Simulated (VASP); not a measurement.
**H6C2O: single point with PBE+D3(BJ)**

The system is H6C2O.

```xyz
36
Lattice="7.2936 0.0000 0.0000 0.0000 7.2936 0.0000 0.0000 0.0000 7.2936" Properties=species:S:1:pos:R:3 pbc="T T T"
C     1.7531    0.6743    5.8450
C     0.8398    1.8884    5.9274
C     5.2289    5.2783    6.5988
C     4.0508    4.3094    6.9803
C     3.3991    1.3336    2.5032
C     2.1026    1.8417    1.9484
C     6.8445    4.5058    2.4879
C     6.5610    5.9753    2.7948
O    -0.1784    2.0240    4.9296
O     4.5400    2.9980    7.0660
O     0.9205    1.2329    2.5746
O     5.3182    5.9706    3.4381
H     0.1932    1.8022    4.0683
H     0.3726    1.9742    6.9498
H     1.5142    2.7911    5.7804
H     2.5889    1.0287    6.4536
H     1.3343   -0.2506    6.2888
H     2.1627    0.3790    4.8926
H     5.0408    2.9061    6.2763
H     3.5798    4.4513    7.9914
H     3.2057    4.4331    6.2699
H     5.0789    6.3119    6.7544
H     6.0745    4.9556    7.2925
H     5.4514    5.2137    5.5386
H     0.1562    1.4280    2.0326
H     2.0735    2.9061    2.2333
H     2.1220    1.5731    0.8762
H     4.1860    1.6085    1.9024
H     3.6186    1.8613    3.4949
H     3.3989    0.2315    2.6496
H     5.1405    6.8977    3.7368
H     7.3279    6.3108    3.4468
H     6.5115    6.6744    1.8956
H     7.6660    4.4018    1.8096
H     7.0395    3.9608    3.4876
H     5.9599    4.0674    2.0220
```

| Item | Value |
| --- | --- |
| Program | VASP 6.6.1 |
| Task | single point |
| Functional | PBE |
| Dispersion | D3(BJ) |
| Potentials or basis | VASP PAW PBE potentials, release 64 (C, O, H) |
| Cutoff | 520 eV |
| k mesh | 1 × 1 × 1 |
| Occupations | fermi-dirac, width 0.05 eV |
| Spin | no spin polarisation |
| Dipole correction | no |
| Further INCAR settings | LREAL = Auto; ALGO = Normal; EDIFF = 1e-07; NBANDS = 64 |

* Pressure: 0.7 GPa
* Largest force: 3.781 eV/Å
* Band gap on the k mesh: 4.70 eV
* Dispersion energy per atom: -0.037 eV

Forces in eV/Å, atoms in the order of the input:
```
C   -0.310 -0.282  1.201
C    0.400  1.129 -0.819
C    0.098 -1.957  1.489
C   -0.395  1.717  0.793
C   -1.388 -0.640  3.458
C   -0.197 -0.034  0.104
C   -0.425 -0.086  1.444
C   -0.147 -0.614 -1.440
O   -1.161 -0.115  1.531
O   -0.755 -0.623  0.827
O    1.151 -0.227  0.272
O   -1.302  1.108  0.899
H    0.734 -0.343 -0.782
H    0.133 -0.071 -0.860
H   -0.411 -0.499  0.502
H    0.508 -0.540  0.145
H   -0.046  0.269  0.024
H   -0.035  0.337 -0.789
H    1.303 -0.834 -1.627
H    0.533  0.575 -0.512
H    0.165 -0.233 -0.151
H   -0.627  1.395  0.531
H   -0.541  0.435 -1.100
H    0.324 -0.501 -0.302
H   -0.452  0.205 -0.630
H   -0.157  0.156 -0.930
H   -0.363  0.694  0.328
H    1.854  0.631 -1.866
H   -0.267 -0.858 -0.766
H    0.012  0.381 -0.091
H    0.007 -0.716 -0.087
H    0.994  0.753  0.713
H    0.243 -0.867  0.411
H    0.856 -0.189 -0.433
H   -0.172  0.653 -1.396
H   -0.165 -0.211 -0.089
```

Stress tensor (GPa, compression positive):
```
 1.54 -0.81 -0.76
-0.81 -0.19  0.82
-0.76  0.82  0.81
```

Levels at points of the mesh, in eV from the valence-band top:
```
           k point  band 38  band 39  band 40  band 41  band 42  band 43
(0.00, 0.00, 0.00)    -0.27    -0.23     0.00     4.70     5.60     6.15
```

Run time: 80 s on 1 thread of AMD EPYC 7R13, on a shared host, peak memory 0.32 GiB.

Caveat: the k points lie up to 0.86 Å⁻¹ apart.
